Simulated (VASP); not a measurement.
Crystal: GeSe5.

```
Ge Se
1.0
     3.56773    2.05983    3.44501
    -3.56773    2.05983    3.44501
     0.00000   -4.11965    3.44501
Ge Se
1 5
Direct
  0.50000 0.50000 0.50000
  0.50000 0.00000 0.50000
  0.50000 0.50000 0.00000
  0.00000 0.50000 0.50000
  0.17798 0.17798 0.17798
  0.82202 0.82202 0.82202
```

Base run:

- Program: VASP 6.6.1
- Functional: PBE
- Potentials or basis: VASP PAW PBE potentials, release 64 (Ge_d, Se)
- Cutoff: 520 eV
- k mesh: 6 × 6 × 6
- Occupations: gaussian, width 0.1 eV
- Spin: no spin polarisation

Its results: band gap on the k mesh zero (band 22 reaches 3.13 eV, above the bottom of band 23 at 2.44 eV); pressure 0.0 GPa; largest force 0.007 eV/Å.

The run is repeated on the same cell with these changes: functional from PBE to PBEsol. What comes out?

Band gap on the k mesh zero (band 22 reaches 3.04 eV, above the bottom of band 23 at 2.32 eV); pressure -2.8 GPa; largest force 0.177 eV/Å.

PBEsol binds more tightly than PBE, so the same cell stands under less pressure.

Caveats: the PAW data sets were made with another functional, which shifts forces and pressure a little (some runs).
